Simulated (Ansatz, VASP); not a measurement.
Two plane-wave programs on Si

```
Si
1.0
     0.00000   -2.70080   -2.70080
     0.00000    2.70080   -2.70080
     5.40160    0.00000    0.00000
Si
4
Cartesian
  0.0000 -0.0355 -2.7193
  2.7008 0.0355 0.0185
  1.3504 1.3689 -1.3149
  4.0512 -1.3689 -1.3859
```

Change from the starting cell: mode 4 frozen in at +0.000 Å and mode 9 at -0.040 Å (largest displacements).

Alike in both runs: task single point; functional LDA; k mesh 10 × 10 × 6; occupations gaussian, width 0.05 eV; no spin polarisation.

```csv
,VASP,Ansatz
version,VASP 6.6.1,Ansatz 0.2.0
potentials or method,"VASP PAW LDA potentials, release 64 (Si), cutoff 520 eV","scalar-relativistic, plane waves, PAW"
valence electrons in the cell,16,16
```

Ansatz gave:

- gap on the k mesh at the Fermi level (eV): 0.41
- least direct gap on the mesh (eV): 0.51
- pressure (GPa): 0.4
- traceless stress, the component that is largest in VASP (GPa): 0.21
- rms of the force components (eV/Å): 0.511

Question: Estimate VASP's values.

Answer: gap on the k mesh at the Fermi level (eV): 0.40; least direct gap on the mesh (eV): 0.51; pressure (GPa): 0.4; traceless stress, the component that is largest in VASP (GPa): 0.21; rms of the force components (eV/Å): 0.512.

Ansatz warns that its potentials were made for another functional, while VASP's fit it. LDA's correlation is that of Perdew and Zunger in VASP and of Perdew and Wang (1992) in Ansatz. Atom by atom the forces differ by 0.001 eV/Å (rms over components).
